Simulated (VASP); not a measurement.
# K (I4/mmm) in VASP: relaxation of cell and atoms with r2SCAN

Aim: the relaxation of cell and atoms of K with r2SCAN.

Everything below comes from runs of VASP 6.6.1. Logs are shortened: lines on timing, memory, paths and dates and some standing lists are left out, and cuts for length are marked.

### 1 The cell of the first run

It takes space group I4/mmm (No. 139, tetragonal). The conventional cell has a = 4.713 Å, b = 4.713 Å, c = 7.170 Å, α = 90.00°, β = 90.00°, γ = 90.00°.

### 2 Relaxation of cell and atoms, r2SCAN

POSCAR

```
K
1.0
   -2.3564515424      2.3564515424      3.5849972594
    2.3564515424     -2.3564515424      3.5849972594
    2.3564515424      2.3564515424     -3.5849972594
K
1
Direct
    0.0000000000      0.0000000000      0.0000000000
```

INCAR.step1

```
PREC = Accurate ; ENCUT = 550
ISMEAR = 0 ; SIGMA = 0.1
LREAL = F ; LASPH = T
NELM = 120 ; GGA = PE
ALGO = Normal ; EDIFF = 1E-5
LWAVE = T ; LCHARG = F
GGA_COMPAT = F ; IBRION = 2
ISIF = 3 ; EDIFFG = -0.005
NELMIN = 4 ; NSW = 100
```

INCAR.step2

```
PREC = Accurate ; ENCUT = 550
EDIFF = 1E-7 ; ISMEAR = 0
SIGMA = 0.1 ; LREAL = F
LASPH = T ; NELM = 120
ALGO = Normal ; ISIF = 3
LWAVE = F ; LCHARG = F
METAGGA = R2SCAN ; LMIXTAU = T
IBRION = 2 ; NSW = 100
EDIFFG = -0.01 ; ISTART = 1
GGA_COMPAT = F ; NELMIN = 4
```

KPOINTS

```
regular mesh
0
Gamma
  12 12 12
```

Potentials or basis: VASP PAW PBE potentials, release 64 (K_sv).

Launch:

```
$ cat potpaw_PBE.64/K_sv/POTCAR > POTCAR
$ cp INCAR.step1 INCAR
$ mpirun -np 1 vasp_std > vasp.out
$ cp INCAR.step2 INCAR
$ mpirun -np 1 vasp_std > vasp.out
```

OUTCAR:

```text
PREC = Accurate
   ENCUT = 550
   EDIFF = 1E-7
   ISMEAR = 0
   LREAL = F
   LASPH = T
   NELM = 120
   ISIF = 3
   METAGGA = R2SCAN
   IBRION = 2
   NSW = 100
   EDIFFG = -0.01
   ISTART = 1
   NELMIN = 4

 ion  position               nearest neighbor table
   1  0.000  0.000  0.000-

  LATTYP: Found a body centered tetragonal cell.
 ALAT       =     4.7129030848
 C/A-ratio  =     1.5213541186

  Lattice vectors:

 A1 = (  -2.3564515424,   2.3564515424,   3.5849972594)
 A2 = (   2.3564515424,  -2.3564515424,   3.5849972594)
 A3 = (   2.3564515424,   2.3564515424,  -3.5849972594)

Analysis of symmetry for initial positions (statically):
=====================================================================
 Subroutine PRICEL returns:
 Original cell was already a primitive cell.

 Routine SETGRP: Setting up the symmetry group for a
 body centered tetragonal supercell.

 Subroutine GETGRP returns: Found 16 space group operations
 (whereof 16 operations were pure point group operations)
 out of a pool of 16 trial point group operations.

The static configuration has the point symmetry D_4h.

Analysis of symmetry for dynamics (positions and initial velocities):
=====================================================================
 Subroutine PRICEL returns:
 Original cell was already a primitive cell.

 Routine SETGRP: Setting up the symmetry group for a
 body centered tetragonal supercell.

 Subroutine GETGRP returns: Found 16 space group operations
 (whereof 16 operations were pure point group operations)
 out of a pool of 16 trial point group operations.

The dynamic configuration has the point symmetry D_4h.

 Subroutine INISYM returns: Found 16 space group operations
 (whereof 16 operations are pure point group operations),
 and found     1 'primitive' translations

----------------------------------------------------------------------------------------

                                     Primitive cell

  volume of cell :      79.6280

  direct lattice vectors                    reciprocal lattice vectors
[... 95 lines left out ...]
   PSTRESS=    0.0 pullay stress
   NELECT =       9.0000    total number of electrons
   NUPDOWN=      -1.0000    fix difference up-down
   EMIN   =  10.00;   EMAX   =-10.00  energy-range for DOS
   EFERMI =   0.00;   METHOD = LEGACY
   ISMEAR =     0;   SIGMA  =   0.10  broadening in eV -4-tet -1-fermi 0-gaus
   EFERMI_NEDOS =   21; number of points for ismear=-14 and -15
   IALGO  =     38    algorithm
   IMIX   =      4    mixing-type and parameters
     AMIX     =   0.40;   BMIX     =  1.00
     AMIX_MAG =   1.60;   BMIX_MAG =  1.00
  volume/ion in A,a.u.               =      79.63       537.36
  Fermi-wavevector in a.u.,A,eV,Ry     =   0.791529  1.495774  8.524306  0.626519
  Thomas-Fermi vector in A             =   1.897088
   LORBIT       =      0    0 simple, 1 ext, 2 COOP (PROOUT), +10 PAW based schemes
   METAGGA = R2SCAN    functional components
   LHFCALC =     F    Hartree Fock is set to
   AEXX    =    0.0000 exact exchange contribution
   IVDW    =     0    specifies the selected vdW correction
   LEPSILON=     F    determine dielectric tensor
   LRPA    =     F    only Hartree local field effects (RPA)
 conjugate gradient relaxation of ions
 non-spin polarized calculation
 Gauss-broadening in eV      SIGMA  =   0.10
  energy-cutoff  :      550.00
  volume of cell :       79.63
 maximum number of plane-waves:      2354
 NGX is ok and might be reduce to    40
   NGX = 19   NGY = 19   NGZ = 19

--------------------------------------- Ionic step        1  -------------------------------------------

 number of electron       9.0000000 magnetization

 Free energy of the ion-electron system (eV)
  ---------------------------------------------------
  ext. energy  EPLUGINS =         0.00000000
  ---------------------------------------------------
  free energy    TOTEN  =        -6.01263029 eV

  energy without entropy =       -6.00882110  energy(sigma->0) =       -6.01072570

------------------------ aborting loop because EDIFF is reached ----------------------------------------

  FORCE on cell =-STRESS in cart. coord.  units (eV):
  Direction    XX          YY          ZZ          XY          YZ          ZX
  --------------------------------------------------------------------------------------
  -------------------------------------------------------------------------------------
  Total       -0.0492219     -0.0492219     -0.0973229      0.0000000      0.0000000      0.0000000
  in kB       -0.9903824     -0.9903824     -1.9582115      0.0000000      0.0000000      0.0000000
  external PRESSURE =      -1.3129921 kB  Pullay stress =       0.0000000 kB
[... 232 lines left out ...]
--------------------------------------- Ionic step        8  -------------------------------------------

 number of electron       8.9999999 magnetization

 Free energy of the ion-electron system (eV)
  ---------------------------------------------------
  ext. energy  EPLUGINS =         0.00000000
  ---------------------------------------------------
  free energy    TOTEN  =        -6.01469264 eV

  energy without entropy =       -6.01096781  energy(sigma->0) =       -6.01283023

 E-fermi :  -0.1709     XC(G=0):  -5.8084

 val. band max:       -0.1993880471   @ k =  -0.2500   0.4167   0.0833
 cond. band min:      -0.1513728515   @ k =   0.4167   0.0833  -0.0000
 fundamental gap:      0.0480151956
 Fermi energy:        -0.1708596010

 k-point     1 :       0.0000    0.0000    0.0000
  band No.  band energies     occupation
      1     -33.8300      2.00000
      2     -16.5047      2.00000
      3     -16.5047      2.00000
      4     -16.5046      2.00000
      5      -2.4019      2.00000
      6       4.3926      0.00000
      7       4.5038      0.00000
      8       4.5038      0.00000
[... 243 lines left out ...]
 k-point    24 :      -0.4167    0.1667    0.0000
  band No.  band energies     occupation
      1     -33.8268      2.00000
      2     -16.5525      2.00000
      3     -16.5181      2.00000
      4     -16.5168      2.00000
      5      -0.6198      2.00000
      6       1.8364      0.00000
      7       3.5798      0.00000
      8       4.3779      0.00000

 [... further k-points ...]

------------------------ aborting loop because EDIFF is reached ----------------------------------------

  FORCE on cell =-STRESS in cart. coord.  units (eV):
  Direction    XX          YY          ZZ          XY          YZ          ZX
  --------------------------------------------------------------------------------------
  -------------------------------------------------------------------------------------
  Total        0.0031904      0.0031904     -0.0089692      0.0000000      0.0000000      0.0000000
  in kB        0.0667390      0.0667390     -0.1876246      0.0000000      0.0000000      0.0000000
  external PRESSURE =      -0.0180489 kB  Pullay stress =       0.0000000 kB
[... 16 lines left out ...]
  FREE ENERGIE OF THE ION-ELECTRON SYSTEM (eV)
  ---------------------------------------------------
  free  energy   TOTEN  =        -6.0146926433 eV

  energy  without entropy=       -6.0109678067  energy(sigma->0) =       -6.01283023

 reached required accuracy - stopping structural energy minimisation
```

It took 32 min on 1 thread of Intel Xeon 6975P-C (Granite Rapids), shared host; peak memory 0.34 GiB.

Results:

```
Free energy                           : -6.0147 eV
Relaxed volume                        : 76.59 Å³/atom
Relaxed cell                          : a = 4.793 Å, b = 4.793 Å, c = 4.793 Å, α = 121.04°, β = 121.04°, γ = 88.20°
Space group after relaxing (to 0.1 Å) : I4/mmm (No. 139)
Energy gained by relaxing             : 2.1 meV/atom
Ionic steps                           : 8
Pressure after relaxing               : 0.0 GPa
Band gap on the k mesh                : zero (an odd number of electrons rules out a gap without spin polarisation)
```

The path:
```tsv
step	energy change (eV)	largest force (eV/Å)	pressure (GPa)	volume (Å³)
1	0.0000	0.0000	-0.13	79.63
2	-0.0006	0.0000	-0.10	78.88
3	-0.0015	0.0000	-0.02	76.93
4	-0.0016	0.0000	0.01	76.26
5	-0.0016	0.0000	0.01	76.32
6	-0.0017	0.0000	0.01	76.35
7	-0.0018	0.0000	0.01	76.44
8	-0.0021	0.0000	0.00	76.59
```

Final structure:
```
CELL_PARAMETERS angstrom
-2.35858 2.35858 3.44201
2.35858 -2.35858 3.44201
2.35858 2.35858 -3.44201
ATOMIC_POSITIONS crystal
K 0.00000 0.00000 0.00000
```

Caveat: the PAW data sets were made with another functional, which shifts forces and pressure a little.

The gap in the log of VASP goes by the Fermi energy; the results here count the filled bands.